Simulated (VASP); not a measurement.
# AlN (P6_3mc) in VASP: notebook

AlN is run at these levels: LDA; tasks: single point.

All numbers are computed with VASP 6.6.1; they aren't measurements. Logs are shortened: lines on timing, memory, paths and dates and some standing lists are left out, and cuts for length are marked.

**1. The cell of the first run**

The structure is hexagonal, space group P6_3mc (No. 186). The conventional cell has a = 3.119 Å, b = 3.119 Å, c = 4.548 Å, α = 90.00°, β = 90.00°, γ = 120.00°. Within 2.5 Å of Al (site symmetry 3m) lie 4 N at 1.85 to 1.86 Å. Within 2.5 Å of N (site symmetry 3m) lie 4 Al at 1.85 to 1.86 Å.

**2. Single point, LDA**

Input file INCAR:

```
PREC = Accurate
ENCUT = 520
EDIFF = 1E-6
ISMEAR = 0
SIGMA = 0.05
LREAL = F
LASPH = T
NELM = 60
ALGO = Normal
ISIF = 2
LWAVE = F
LCHARG = F
GGA = CA
NBANDS = 16
```

Input file KPOINTS:

```
regular mesh
0
Gamma
  9 9 6
```

Input file POSCAR:

```
AlN
1.0
    3.1195000000      0.0000000000      0.0000000000
   -1.5597500000      2.7015662471      0.0000000000
    0.0000000000      0.0000000000      4.5481000000
Al N
2 2
Direct
    0.3333333333      0.6666666667     -0.0115437418
    0.6666666667      0.3333333333      0.4884562582
    0.3333333333      0.6666666667      0.3965437418
    0.6666666667      0.3333333333      0.8965437418
```

Potentials or basis: VASP PAW LDA potentials, release 64 (Al, N).

On the command line:

```console
cat potpaw_LDA.64/Al/POTCAR potpaw_LDA.64/N/POTCAR > POTCAR
mpirun -np 1 vasp_std > vasp.out
```

OUTCAR:

```text
PREC = Accurate
   ENCUT = 520
   EDIFF = 1E-6
   ISMEAR = 0
   LREAL = F
   LASPH = T
   NELM = 60
   ISIF = 2
   GGA = CA

 ion  position               nearest neighbor table
   1  0.333  0.667  0.988-   4 1.85   4 1.85   4 1.85   3 1.86   2 2.90   2 2.90   2 2.90   2 2.90
                             2 2.90   2 2.90
   2  0.667  0.333  0.488-   3 1.85   3 1.85   3 1.85   4 1.86   1 2.90   1 2.90   1 2.90   1 2.90
                             1 2.90   1 2.90
   3  0.333  0.667  0.397-   2 1.85   2 1.85   2 1.85   1 1.86
   4  0.667  0.333  0.897-   1 1.85   1 1.85   1 1.85   2 1.86

  LATTYP: Found a hexagonal cell.
 ALAT       =     3.1195000000
 C/A-ratio  =     1.4579580061

  Lattice vectors:

 A1 = (   3.1195000000,   0.0000000000,   0.0000000000)
 A2 = (  -1.5597500000,   2.7015662471,   0.0000000000)
 A3 = (   0.0000000000,   0.0000000000,   4.5481000000)

Analysis of symmetry for initial positions (statically):
=====================================================================
 Subroutine PRICEL returns:
 Original cell was already a primitive cell.

 Routine SETGRP: Setting up the symmetry group for a
 hexagonal supercell.

 Subroutine GETGRP returns: Found 12 space group operations
 (whereof  6 operations were pure point group operations)
 out of a pool of 24 trial point group operations.

The static configuration has the point symmetry C_3v.
 The point group associated with its full space group is C_6v.

Analysis of symmetry for dynamics (positions and initial velocities):
=====================================================================
 Subroutine PRICEL returns:
 Original cell was already a primitive cell.

 Routine SETGRP: Setting up the symmetry group for a
 hexagonal supercell.

 Subroutine GETGRP returns: Found 12 space group operations
 (whereof  6 operations were pure point group operations)
 out of a pool of 24 trial point group operations.

The dynamic configuration has the point symmetry C_3v.
 The point group associated with its full space group is C_6v.

 Subroutine INISYM returns: Found 12 space group operations
 (whereof  6 operations are pure point group operations),
 and found     1 'primitive' translations

----------------------------------------------------------------------------------------

                                     Primitive cell

  volume of cell :      38.3293

  direct lattice vectors                    reciprocal lattice vectors
     3.119500000  0.000000000  0.000000000     0.320564193  0.185077823  0.000000000
    -1.559750000  2.701566247  0.000000000     0.000000000  0.370155646  0.000000000
     0.000000000  0.000000000  4.548100000     0.000000000  0.000000000  0.219872034

  length of vectors
     3.119500000  3.119500000  4.548100000     0.370155646  0.370155646  0.219872034

  position of ions in fractional coordinates (direct lattice)
     0.333333333  0.666666667  0.988456258
     0.666666667  0.333333333  0.488456258
     0.333333333  0.666666667  0.396543742
     0.666666667  0.333333333  0.896543742

  ion indices of the primitive-cell ions
   primitive index   ion index
                 1           1
                 2           2
                 3           3
                 4           4

----------------------------------------------------------------------------------------

 KPOINTS: regular mesh

Automatic generation of k-mesh.
 Grid dimensions read from file:
 generate k-points for:    9    9    6

 Generating k-lattice:

  Cartesian coordinates                     Fractional coordinates (reciprocal lattice)
     0.035618244  0.020564203  0.000000000     0.111111111 -0.000000000  0.000000000
     0.000000000  0.041128405  0.000000000     0.000000000  0.111111111  0.000000000
     0.000000000  0.000000000  0.036645339     0.000000000  0.000000000  0.166666667

  Length of vectors
     0.041128405  0.041128405  0.036645339

  Shift w.r.t. Gamma in fractional coordinates (k-lattice)
     0.000000000  0.000000000  0.000000000

 Subroutine IBZKPT returns following result:
 ===========================================

 Found     48 irreducible k-points:

 Following reciprocal coordinates:
            Coordinates               Weight
  0.000000  0.000000  0.000000      1.000000
  0.111111  0.000000  0.000000      6.000000
  0.222222  0.000000  0.000000      6.000000
  0.333333  0.000000  0.000000      6.000000
  0.444444  0.000000  0.000000      6.000000
  0.111111  0.111111  0.000000      6.000000
[... 16 lines left out ...]
  0.333333  0.222222  0.166667     24.000000
  0.333333  0.333333  0.166667      4.000000
 [... further k-points ...]
   k-points           NKPTS =     48   k-points in BZ     NKDIM =     48   number of bands    NBANDS=     16
   number of dos      NEDOS =    301   number of ions     NIONS =      4
   total plane-waves  NPLWV =  20736
   dimension x,y,z NGX =    24 NGY =   24 NGZ =   36
   dimension x,y,z NGXF=    48 NGYF=   48 NGZF=   72
   ions per type =               2   2
   NGX,Y,Z   is equivalent  to a cutoff of  12.79, 12.79, 13.16 a.u.
   NGXF,Y,Z  is equivalent  to a cutoff of  25.58, 25.58, 26.32 a.u.
 SYSTEM =  unknown system
   PREC   = accura    normal or accurate (medium, high low for compatibility)
   ISTART =      0    job   : 0-new  1-cont  2-samecut
   ICHARG =      2    charge: 1-file 2-atom 10-const
   ISPIN  =      1    spin polarized calculation?
   LNONCOLLINEAR =      F non collinear calculations
   LSORBIT =      F    spin-orbit coupling
   LASPH  =      T    aspherical Exc in radial PAW
   ENCUT  =  520.0 eV  38.22 Ry    6.18 a.u.   5.80  5.80  8.46*2*pi/ulx,y,z
   NELM   =     60;   NELMIN=  2; NELMDL= -5     # of ELM steps
   EDIFF  = 0.1E-05   stopping-criterion for ELM
   LREAL  =      F    real-space projection
   EDIFFG = 0.1E-04   stopping-criterion for IOM
   NSW    =      0    number of steps for IOM
   IBRION =     -1    ionic relax: 0-MD 1-quasi-New 2-CG
   NFREE  =      0    steps in history (QN), initial steepest desc. (CG)
   ISIF   =      2    stress and relaxation
   ISYM   =      2    0-nonsym 1-usesym 2-fastsym
   POTIM  = 0.5000    time-step for ionic-motion
   TEBEG  =    0.0;   TEEND  =   0.0 temperature during run
   PSTRESS=    0.0 pullay stress
   NELECT =      16.0000    total number of electrons
   NUPDOWN=      -1.0000    fix difference up-down
   EMIN   =  10.00;   EMAX   =-10.00  energy-range for DOS
   EFERMI =   0.00;   METHOD = LEGACY
   ISMEAR =     0;   SIGMA  =   0.05  broadening in eV -4-tet -1-fermi 0-gaus
   EFERMI_NEDOS =   21; number of points for ismear=-14 and -15
   IALGO  =     38    algorithm
   IMIX   =      4    mixing-type and parameters
     AMIX     =   0.40;   BMIX     =  1.00
     AMIX_MAG =   1.60;   BMIX_MAG =  1.00
  volume/ion in A,a.u.               =       9.58        64.66
  Fermi-wavevector in a.u.,A,eV,Ry     =   1.223502  2.312083 20.367332  1.496957
  Thomas-Fermi vector in A             =   2.358610
   LORBIT       =      0    0 simple, 1 ext, 2 COOP (PROOUT), +10 PAW based schemes
   GGA     = CA    functional components
   LHFCALC =     F    Hartree Fock is set to
   AEXX    =    0.0000 exact exchange contribution
   IVDW    =     0    specifies the selected vdW correction
   LEPSILON=     F    determine dielectric tensor
   LRPA    =     F    only Hartree local field effects (RPA)
 non-spin polarized calculation
 Gauss-broadening in eV      SIGMA  =   0.05
  energy-cutoff  :      520.00
  volume of cell :       38.33
 maximum number of plane-waves:      1044
 NGX is ok and might be reduce to    24
   NGX = 11   NGY = 11   NGZ = 17

 number of electron      16.0000003 magnetization

 Free energy of the ion-electron system (eV)
  ---------------------------------------------------
  ext. energy  EPLUGINS =         0.00000000
  ---------------------------------------------------
  free energy    TOTEN  =       -32.59841441 eV

  energy without entropy =      -32.59841441  energy(sigma->0) =      -32.59841441

 E-fermi :   7.7065     XC(G=0): -11.6291

 val. band max:        7.4545162191   @ k =   0.0000   0.0000   0.0000
 cond. band min:      11.7504224485   @ k =   0.0000   0.0000   0.0000
 fundamental gap:      4.2959062294
 Fermi energy:         7.7064969714

 k-point     1 :       0.0000    0.0000    0.0000
  band No.  band energies     occupation
      1      -8.8156      2.00000
      2      -5.8211      2.00000
      3       0.6565      2.00000
      4       5.3378      2.00000
      5       5.3378      2.00000
      6       6.3421      2.00000
[... 8 lines left out ...]
     15      19.9344      0.00000
     16      21.0655      0.00000

 k-point     2 :       0.1111    0.0000    0.0000
  band No.  band energies     occupation
      1      -8.6516      2.00000
      2      -5.7515      2.00000
      3       0.8388      2.00000
      4       4.6757      2.00000
      5       5.1262      2.00000
      6       5.7505      2.00000
[... 8 lines left out ...]
     15      20.0421      0.00000
     16      20.0438      0.00000

 k-point     3 :       0.2222    0.0000    0.0000
  band No.  band energies     occupation
      1      -8.1822      2.00000
      2      -5.5932      2.00000
      3       1.3685      2.00000
      4       3.2554      2.00000
      5       4.6058      2.00000
      6       4.6983      2.00000
[... 8 lines left out ...]
     15      19.1804      0.00000
     16      19.9350      0.00000

 k-point     4 :       0.3333    0.0000    0.0000
  band No.  band energies     occupation
      1      -7.4908      2.00000
      2      -5.5022      2.00000
      3       1.8841      2.00000
      4       2.2131      2.00000
      5       3.5164      2.00000
      6       4.3078      2.00000
[... 8 lines left out ...]
     15      20.1518      0.00000
     16      20.9192      0.00000

 k-point     5 :       0.4444    0.0000    0.0000
  band No.  band energies     occupation
      1      -6.8054      2.00000
      2      -5.6389      2.00000
      3       1.1407      2.00000
      4       2.8311      2.00000
      5       3.0732      2.00000
      6       4.0858      2.00000
[... 8 lines left out ...]
     15      20.4255      0.00000
     16      22.3224      0.00000

 k-point     6 :       0.1111    0.1111    0.0000
  band No.  band energies     occupation
      1      -8.3344      2.00000
      2      -5.6367      2.00000
      3       1.1954      2.00000
      4       3.9038      2.00000
      5       4.2214      2.00000
      6       5.3749      2.00000
[... 8 lines left out ...]
     15      19.0281      0.00000
     16      20.3176      0.00000
[... 267 lines left out ...]
 k-point    21 :       0.4444    0.1111    0.1667
  band No.  band energies     occupation
      1      -6.5061      2.00000
      2      -5.7413      2.00000
      3       0.9147      2.00000
      4       2.2471      2.00000
      5       3.3699      2.00000
      6       4.2713      2.00000
[... 8 lines left out ...]
     15      20.1158      0.00000
     16      22.2319      0.00000

 k-point    22 :       0.2222    0.2222    0.1667
  band No.  band energies     occupation
      1      -7.0177      2.00000
      2      -5.6118      2.00000
      3       1.7715      2.00000
      4       2.0556      2.00000
      5       3.7576      2.00000
      6       3.7845      2.00000
[... 8 lines left out ...]
     15      19.8859      0.00000
     16      22.0230      0.00000

 k-point    23 :       0.3333    0.2222    0.1667
  band No.  band energies     occupation
      1      -6.4138      2.00000
      2      -5.7202      2.00000
      3       1.3334      2.00000
      4       2.1720      2.00000
      5       2.9026      2.00000
      6       4.3601      2.00000
[... 8 lines left out ...]
     15      19.8413      0.00000
     16      22.1034      0.00000

 k-point    24 :       0.3333    0.3333    0.1667
  band No.  band energies     occupation
      1      -5.9767      2.00000
      2      -5.9767      2.00000
      3       1.4641      2.00000
      4       2.3326      2.00000
      5       2.3326      2.00000
      6       4.1374      2.00000
[... 8 lines left out ...]
     15      19.6863      0.00000
     16      22.1153      0.00000

 [... further k-points ...]
[... 5 lines left out ...]
  --------------------------------------------------------------------------------------
  -------------------------------------------------------------------------------------
  Total        1.9334399      1.9334399      5.2287884      0.0000000      0.0000000      0.0000000
  in kB       80.8184748     80.8184748    218.5652080      0.0000000      0.0000000      0.0000000
  external PRESSURE =     126.7340525 kB  Pullay stress =       0.0000000 kB

 VOLUME and BASIS-vectors are now :
 -----------------------------------------------------------------------------
  energy-cutoff  :      520.00
  volume of cell :       38.33
      direct lattice vectors                 reciprocal lattice vectors
     3.119500000  0.000000000  0.000000000     0.320564193  0.185077823  0.000000000
    -1.559750000  2.701566247  0.000000000     0.000000000  0.370155646  0.000000000
     0.000000000  0.000000000  4.548100000     0.000000000  0.000000000  0.219872034

 POSITION                                       TOTAL-FORCE (eV/Angst)
 -----------------------------------------------------------------------------------
     -0.00000      1.80104      4.49560         0.000000      0.000000     -0.015799
      1.55975      0.90052      2.22155        -0.000000     -0.000000     -0.015799
     -0.00000      1.80104      1.80352        -0.000000     -0.000000      0.015799
      1.55975      0.90052      4.07757         0.000000     -0.000000      0.015799
 -----------------------------------------------------------------------------------
    total drift:                               -0.000000     -0.000000     -0.000413

  FREE ENERGIE OF THE ION-ELECTRON SYSTEM (eV)
  ---------------------------------------------------
  free  energy   TOTEN  =       -32.5984144120 eV

  energy  without entropy=      -32.5984144120  energy(sigma->0) =      -32.59841441
```

It took 7.9 s on 1 thread of Intel Xeon 6975P-C (Granite Rapids), shared host; peak memory 0.14 GiB.

Results:

| Quantity | Value |
| --- | --- |
| Free energy | -32.5984 eV |
| Pressure | 12.7 GPa |
| Largest force | 0.016 eV/Å |
| Band gap on the k mesh | 4.30 eV, direct |

Forces on the atoms (eV/Å):
```
Al   0.000  0.000 -0.016
Al   0.000  0.000 -0.016
N    0.000  0.000  0.016
N    0.000  0.000  0.016
```

Levels at points of the mesh, in eV from the valence-band top:
```
           k point  band 6  band 7  band 8  band 9  band 10  band 11
(0.00, 0.00, 0.00)   -1.11   -1.11    0.00    4.30     5.86     9.97
(0.00, 0.00, 0.50)   -1.63   -1.63   -1.63    6.28     6.28    10.29
```

A k mesh can miss the band edges. As with any semilocal functional, this LDA gap is likely too small.

**3. Single point, LDA**

This run uses another cell than the first one, of 9.39 Å³/atom, 0.980 times its volume.

Input file INCAR:

```
SYSTEM = AlN
ALGO = Normal
EDIFF = 1E-6
ENCUT = 520
GGA = CA
ISIF = 2
ISMEAR = 0
LASPH = .TRUE.
LCHARG = .FALSE.
LREAL = .FALSE.
LWAVE = .FALSE.
NBANDS = 16
NELM = 60
PREC = Accurate
SIGMA = 0.05
```

Input file KPOINTS:

```
k-points
0
G
  9 9 6
  0 0 0
```

Input file POSCAR:

```
AlN
1.0
    3.0886152983      0.0000000000      0.0000000000
   -1.5443076491      2.6748193108      0.0000000000
    0.0000000000      0.0000000000      4.5481000000
Al N
2 2
Direct
    0.3333333333      0.6666666667     -0.0103371870
    0.6666666667      0.3333333333      0.4896628130
    0.3333333333      0.6666666667      0.3953371870
    0.6666666667      0.3333333333      0.8953371870
```

Potentials or basis: VASP PAW LDA potentials, release 64 (Al, N).

On the command line:

```console
cat potpaw_LDA.64/Al/POTCAR potpaw_LDA.64/N/POTCAR > POTCAR
mpirun -np 1 vasp_std > vasp.out
```

It took 7.2 s on 1 thread of Intel Xeon 6975P-C (Granite Rapids), shared host; peak memory 0.14 GiB.

Results (log left out):

```
Free energy            : -32.5442 eV
Pressure               : 18.6 GPa
Largest force          : 0.015 eV/Å
Band gap on the k mesh : 4.54 eV, direct
```

Forces on the atoms (eV/Å):
```
Al   0.000  0.000 -0.015
Al   0.000  0.000 -0.015
N    0.000  0.000  0.015
N    0.000  0.000  0.015
```

Stress tensor (GPa, compression positive):
```
14.63  0.00  0.00
 0.00 14.63  0.00
 0.00  0.00 26.46
```

Levels at points of the mesh, in eV from the valence-band top:
| k point | band 4 | band 5 | band 6 | band 7 | band 8 | band 9 | band 10 | band 11 | band 12 | band 13 |
| --- | --- | --- | --- | --- | --- | --- | --- | --- | --- | --- |
| (0.00, 0.00, 0.00) | -2.04 | -2.04 | -1.07 | -1.07 | 0.00 | 4.54 | 6.16 | 10.24 | 10.24 | 11.38 |
| (0.00, 0.00, 0.50) | -3.63 | -1.58 | -1.58 | -1.58 | -1.58 | 6.52 | 6.52 | 10.56 | 10.56 | 10.56 |

A k mesh can miss the band edges. Expect the measured gap to be larger: semilocal functionals such as LDA lack the derivative discontinuity.

**4. Single point, LDA**

This run uses another cell than the first one, of 9.61 Å³/atom, 1.003 times its volume.

Input file INCAR:

```
SYSTEM = AlN
  PREC = Accurate
  ENCUT = 520
  EDIFF = 1E-6
  ISMEAR = 0
  SIGMA = 0.05
  LREAL = .FALSE.
  LASPH = .TRUE.
  NELM = 80
  ALGO = Normal
  ISIF = 2
  LWAVE = .FALSE.
  LCHARG = .TRUE.
  LELF = .TRUE.
  LVHAR = .TRUE.
  NBANDS = 16
```

Input file KPOINTS:

```
Automatic mesh
0
G
  9 9 6
  0 0 0
```

Input file POSCAR:

```
AlN
1.0
    3.0577000000      0.0000000000      0.0000000000
   -1.5288500000      2.6480458772      0.0000000000
    0.0000000000      0.0000000000      4.7458000000
Al N
2 2
Direct
    0.3333333333      0.6666666667     -0.0022636585
    0.6666666667      0.3333333333      0.4977363415
    0.3333333333      0.6666666667      0.3872636585
    0.6666666667      0.3333333333      0.8872636585
```

On the command line:

```console
cat potpaw_LDA.64/Al/POTCAR potpaw_LDA.64/N/POTCAR > POTCAR
mpirun -np 1 vasp_std > vasp.out
```

Run time: 7.5 s. Hardware: 1 thread of Intel Xeon 6975P-C (Granite Rapids), shared host; peak memory 0.14 GiB.

Results (log left out):

- Free energy: -32.7126 eV
- Pressure: 14.7 GPa
- Largest force: 0.011 eV/Å
- Band gap on the k mesh: 4.76 eV, direct

Forces in eV/Å, atoms in the order of the input:
```
Al   0.000  0.000 -0.011
Al   0.000  0.000 -0.011
N    0.000  0.000  0.011
N    0.000  0.000  0.011
```

Stress tensor (GPa, compression positive):
```
12.64  0.00  0.00
 0.00 12.64  0.00
 0.00  0.00 18.69
```

Levels at points of the mesh, in eV from the valence-band top:
```tsv
k point	band 6	band 7	band 8	band 9	band 10	band 11
(0.00, 0.00, 0.00)	-0.55	-0.55	0.00	4.76	6.77	11.00
(0.00, 0.00, 0.50)	-0.95	-0.95	-0.95	6.84	6.84	10.74
```

(Continued in part 2 of 2.)
